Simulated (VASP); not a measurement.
Write the native input for VASP 6.6.1 that does the following.

```
Task                   : single point
Functional             : PBE
Potentials or basis    : VASP PAW PBE potentials, release 64 (Al, N)
Cutoff                 : 520 eV
k mesh                 : 6 × 6 × 4
Occupations            : gaussian, width 0.05 eV
Spin                   : no spin polarisation
Dipole correction      : no
Further INCAR settings : ALGO = Normal; EDIFF = 1e-06; NBANDS = 16
```

The structure of AlN lies in POSCAR:

```
AlN
1.0
    3.1110021516      0.0000000000      0.0000000000
   -1.5555010758      2.6942068945      0.0000000000
    0.0000000000      0.0000000000      4.9780000000
Al N
2 2
Direct
    0.3626063315      0.6880959886      0.0115980367
    0.6959396648      0.3547626553      0.5115980367
    0.3333333333      0.6666666667      0.3850000000
    0.6666666667      0.3333333333      0.8850000000
```

This cell differs from its parent crystal: all Al atoms moved +0.100 Å, as atom 1 along Cartesian [1 1 1].

The input as run:

INCAR

```
SYSTEM = AlN
  PREC = Accurate
  ENCUT = 520
  EDIFF = 1E-6
  ISMEAR = 0
  SIGMA = 0.05
  LREAL = .FALSE.
  LASPH = .TRUE.
  NELM = 100
  ALGO = Normal
  ISIF = 2
  LWAVE = .FALSE.
  LCHARG = .FALSE.
  GGA = PE
  NBANDS = 16
```

KPOINTS

```
Automatic mesh
0
G
  6 6 4
  0 0 0
```

Potentials or basis: VASP PAW PBE potentials, release 64 (Al, N).

The run is started by

```sh
$ cat potpaw_PBE.64/Al/POTCAR potpaw_PBE.64/N/POTCAR > POTCAR
$ mpirun -np 1 vasp_std > vasp.out
```

It gave:

```json
{"Pressure": "4.9 GPa", "Largest force": "1.337 eV/Å", "Band gap on the k mesh": "4.20 eV"}
```

Caveat: the cell differs from its parent crystal (all Al atoms moved +0.100 Å, as atom 1 along Cartesian [1 1 1]); the cell stands under pressure; forces of over 1 eV/Å act on the atoms, so gaps and moduli don't describe the material at rest.

Wall time 52 s on 1 thread of Intel Xeon 8259CL (shared host), peak memory 0.18 GiB.
